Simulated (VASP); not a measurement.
# P in VASP: a series of runs, part 2 of 2

VASP 6.6.1.

### Step 3. Single point, r2SCAN

This run uses another cell than the first one, of the same volume but with other edges.

The input, POSCAR:

```
P
1.0
    3.0901060936      0.0000000000      0.0000000000
    0.0000000000     32.8017220214      0.0000000000
    0.0000000000      0.0000000000      5.2307503211
P
4
Direct
    0.0000000000      0.9702614300      0.5921507200
    0.0000000000      0.0297385700      0.4078492800
    0.5000000000      0.0297385700      0.0921507200
    0.5000000000      0.9702614300      0.9078492800
```

The input, INCAR.step1:

```
PREC = Accurate
ENCUT = 520
ISMEAR = 0
SIGMA = 0.05
LREAL = F
LASPH = T
NELM = 60
NBANDS = 18
GGA = PE
ALGO = Normal
EDIFF = 1E-4
LWAVE = T
LCHARG = F
```

The input, INCAR.step2:

```
PREC = Accurate
ENCUT = 520
EDIFF = 1E-7
ISMEAR = 0
SIGMA = 0.05
LREAL = F
LASPH = T
NELM = 60
ALGO = Normal
ISIF = 2
LWAVE = F
LCHARG = F
METAGGA = R2SCAN
LMIXTAU = T
NBANDS = 18
ISTART = 1
```

The input, KPOINTS:

```
regular mesh
0
Gamma
  10 1 8
```

Potentials or basis: VASP PAW PBE potentials, release 64 (P).

Command:

```bash
$ cat potpaw_PBE.64/P/POTCAR > POTCAR
$ cp INCAR.step1 INCAR
$ mpirun -np 1 vasp_std > vasp.out
$ cp INCAR.step2 INCAR
$ mpirun -np 1 vasp_std > vasp.out
```

OUTCAR:

```text
PREC = Accurate
   ENCUT = 520
   EDIFF = 1E-7
   ISMEAR = 0
   LREAL = F
   LASPH = T
   NELM = 60
   ISIF = 2
   METAGGA = R2SCAN
   ISTART = 1

 ion  position               nearest neighbor table
   1  0.000  0.970  0.592-   2 2.18   4 2.26   4 2.26
   2  0.000  0.030  0.408-   1 2.18   3 2.26   3 2.26
   3  0.500  0.030  0.092-   4 2.18   2 2.26   2 2.26
   4  0.500  0.970  0.908-   3 2.18   1 2.26   1 2.26

  LATTYP: Found a simple orthorhombic cell.
 ALAT       =     3.0901060936
 B/A-ratio  =     1.6927413372
 C/A-ratio  =    10.6150795564

  Lattice vectors:

 A1 = (  -3.0901060936,   0.0000000000,   0.0000000000)
 A2 = (   0.0000000000,   0.0000000000,   5.2307503211)
 A3 = (   0.0000000000,  32.8017220214,   0.0000000000)

Analysis of symmetry for initial positions (statically):
=====================================================================
 Subroutine PRICEL returns:
 Original cell was already a primitive cell.

 Routine SETGRP: Setting up the symmetry group for a
 simple orthorhombic supercell.

 Subroutine GETGRP returns: Found  8 space group operations
 (whereof  4 operations were pure point group operations)
 out of a pool of  8 trial point group operations.

The static configuration has the point symmetry C_2h.
 The point group associated with its full space group is D_2h.

Analysis of symmetry for dynamics (positions and initial velocities):
=====================================================================
 Subroutine PRICEL returns:
 Original cell was already a primitive cell.

 Routine SETGRP: Setting up the symmetry group for a
 simple orthorhombic supercell.

 Subroutine GETGRP returns: Found  8 space group operations
 (whereof  4 operations were pure point group operations)
 out of a pool of  8 trial point group operations.

The dynamic configuration has the point symmetry C_2h.
 The point group associated with its full space group is D_2h.

 Subroutine INISYM returns: Found  8 space group operations
 (whereof  4 operations are pure point group operations),
 and found     1 'primitive' translations

----------------------------------------------------------------------------------------

                                     Primitive cell

  volume of cell :     530.1930

  direct lattice vectors                    reciprocal lattice vectors
     3.090106094  0.000000000  0.000000000     0.323613484  0.000000000  0.000000000
     0.000000000 32.801722021  0.000000000     0.000000000  0.030486204  0.000000000
     0.000000000  0.000000000  5.230750321     0.000000000  0.000000000  0.191177162

  length of vectors
     3.090106094 32.801722021  5.230750321     0.323613484  0.030486204  0.191177162

  position of ions in fractional coordinates (direct lattice)
     0.000000000  0.970261430  0.592150720
     0.000000000  0.029738570  0.407849280
     0.500000000  0.029738570  0.092150720
     0.500000000  0.970261430  0.907849280

  ion indices of the primitive-cell ions
   primitive index   ion index
                 1           1
                 2           2
                 3           3
                 4           4

[... 25 lines left out ...]

 Following reciprocal coordinates:
            Coordinates               Weight
  0.000000  0.000000  0.000000      1.000000
  0.100000  0.000000  0.000000      2.000000
  0.200000  0.000000  0.000000      2.000000
  0.300000  0.000000  0.000000      2.000000
  0.400000  0.000000  0.000000      2.000000
  0.500000  0.000000  0.000000      1.000000
[... 16 lines left out ...]
  0.400000  0.000000  0.375000      4.000000
  0.500000  0.000000  0.375000      2.000000
 [... further k-points ...]
   k-points           NKPTS =     30   k-points in BZ     NKDIM =     30   number of bands    NBANDS=     18
   number of dos      NEDOS =    301   number of ions     NIONS =      4
   total plane-waves  NPLWV = 240000
   dimension x,y,z NGX =    24 NGY =  250 NGZ =   40
   dimension x,y,z NGXF=    48 NGYF=  500 NGZF=   80
   ions per type =               4
   NGX,Y,Z   is equivalent  to a cutoff of  12.91, 12.67, 12.71 a.u.
   NGXF,Y,Z  is equivalent  to a cutoff of  25.82, 25.34, 25.43 a.u.
 SYSTEM =  unknown system
   PREC   = accura    normal or accurate (medium, high low for compatibility)
   ISTART =      1    job   : 0-new  1-cont  2-samecut
   ICHARG =      0    charge: 1-file 2-atom 10-const
   ISPIN  =      1    spin polarized calculation?
   LNONCOLLINEAR =      F non collinear calculations
   LSORBIT =      F    spin-orbit coupling
   LASPH  =      T    aspherical Exc in radial PAW
   ENCUT  =  520.0 eV  38.22 Ry    6.18 a.u.   5.75 60.99  9.73*2*pi/ulx,y,z
   NELM   =     60;   NELMIN=  2; NELMDL=  0     # of ELM steps
   EDIFF  = 0.1E-06   stopping-criterion for ELM
   LREAL  =      F    real-space projection
   EDIFFG = 0.1E-05   stopping-criterion for IOM
   NSW    =      0    number of steps for IOM
   IBRION =     -1    ionic relax: 0-MD 1-quasi-New 2-CG
   NFREE  =      0    steps in history (QN), initial steepest desc. (CG)
   ISIF   =      2    stress and relaxation
   ISYM   =      2    0-nonsym 1-usesym 2-fastsym
   POTIM  = 0.5000    time-step for ionic-motion
   TEBEG  =    0.0;   TEEND  =   0.0 temperature during run
   PSTRESS=    0.0 pullay stress
   NELECT =      20.0000    total number of electrons
   NUPDOWN=      -1.0000    fix difference up-down
   EMIN   =  10.00;   EMAX   =-10.00  energy-range for DOS
   EFERMI =   0.00;   METHOD = LEGACY
   ISMEAR =     0;   SIGMA  =   0.05  broadening in eV -4-tet -1-fermi 0-gaus
   EFERMI_NEDOS =   21; number of points for ismear=-14 and -15
   IALGO  =     38    algorithm
   IMIX   =      4    mixing-type and parameters
     AMIX     =   0.40;   BMIX     =  1.00
     AMIX_MAG =   1.60;   BMIX_MAG =  1.00
  volume/ion in A,a.u.               =     132.55       894.48
  Fermi-wavevector in a.u.,A,eV,Ry     =   0.549044  1.037542  4.101461  0.301449
  Thomas-Fermi vector in A             =   1.580001
   LORBIT       =      0    0 simple, 1 ext, 2 COOP (PROOUT), +10 PAW based schemes
   METAGGA = R2SCAN    functional components
   LHFCALC =     F    Hartree Fock is set to
   AEXX    =    0.0000 exact exchange contribution
   IVDW    =     0    specifies the selected vdW correction
   LEPSILON=     F    determine dielectric tensor
   LRPA    =     F    only Hartree local field effects (RPA)
 non-spin polarized calculation
 Gauss-broadening in eV      SIGMA  =   0.05
  energy-cutoff  :      520.00
  volume of cell :      530.19
 maximum number of plane-waves:     14332
 NGX is ok and might be reduce to    24
   NGX = 11   NGY =121   NGZ = 19

 number of electron      20.0000001 magnetization

 Free energy of the ion-electron system (eV)
  ---------------------------------------------------
  ext. energy  EPLUGINS =         0.00000000
  ---------------------------------------------------
  free energy    TOTEN  =       -35.14538079 eV

  energy without entropy =      -35.14538079  energy(sigma->0) =      -35.14538079

 E-fermi :  -3.5551     XC(G=0):  -1.7509

 val. band max:       -3.8270910556   @ k =   0.0000   0.0000   0.0000
 cond. band min:      -2.9044489232   @ k =   0.3000   0.0000   0.0000
 fundamental gap:      0.9226421324
 Fermi energy:        -3.5551204971

 k-point     1 :       0.0000    0.0000    0.0000
  band No.  band energies     occupation
      1     -19.4475      2.00000
      2     -16.7225      2.00000
      3     -14.7144      2.00000
      4      -9.7912      2.00000
      5      -9.2694      2.00000
      6      -8.7238      2.00000
[... 481 lines left out ...]
      5      -9.1331      2.00000
      6      -9.1331      2.00000
[... 10 lines left out ...]
     17       3.3181      0.00000
     18       3.3181      0.00000

 [... further k-points ...]

------------------------ aborting loop because EDIFF is reached ----------------------------------------

  FORCE on cell =-STRESS in cart. coord.  units (eV):
  Direction    XX          YY          ZZ          XY          YZ          ZX
  --------------------------------------------------------------------------------------
  -------------------------------------------------------------------------------------
  Total        5.0490653      2.4991041     -7.2174747      0.0000000      0.0000000      0.0000000
  in kB       15.2576465      7.5519813    -21.8103095      0.0000000      0.0000000      0.0000000
  external PRESSURE =       0.3331061 kB  Pullay stress =       0.0000000 kB

 VOLUME and BASIS-vectors are now :
 -----------------------------------------------------------------------------
  energy-cutoff  :      520.00
  volume of cell :      530.19
      direct lattice vectors                 reciprocal lattice vectors
     3.090106094  0.000000000  0.000000000     0.323613484  0.000000000  0.000000000
     0.000000000 32.801722021  0.000000000     0.000000000  0.030486204  0.000000000
     0.000000000  0.000000000  5.230750321     0.000000000  0.000000000  0.191177162

 POSITION                                       TOTAL-FORCE (eV/Angst)
 -----------------------------------------------------------------------------------
      0.00000     31.82625      3.09739        -0.000000     -0.645798      1.766928
      0.00000      0.97548      2.13336        -0.000000      0.645798     -1.766928
      1.54505      0.97548      0.48202         0.000000      0.645798      1.766928
      1.54505     31.82625      4.74873        -0.000000     -0.645798     -1.766928
 -----------------------------------------------------------------------------------
    total drift:                                0.000000      0.000000     -0.000000

  FREE ENERGIE OF THE ION-ELECTRON SYSTEM (eV)
  ---------------------------------------------------
  free  energy   TOTEN  =       -35.1453807947 eV

  energy  without entropy=      -35.1453807947  energy(sigma->0) =      -35.14538079
```

It took 15 min on 1 thread of Intel Xeon 6975P-C (Granite Rapids), shared host; peak memory 0.7 GiB.

What came out:

```
Free energy            : -35.1454 eV
Largest force          : 1.881 eV/Å
Band gap on the k mesh : 0.92 eV (least direct gap 1.45 eV)
```

Forces on the atoms (eV/Å):
```
P    0.000 -0.646  1.767
P    0.000  0.646 -1.767
P    0.000  0.646  1.767
P    0.000 -0.646 -1.767
```

Caveat: there is no dipole correction, which matters where the two faces differ; the PAW data sets were made with another functional, which shifts forces and pressure a little.
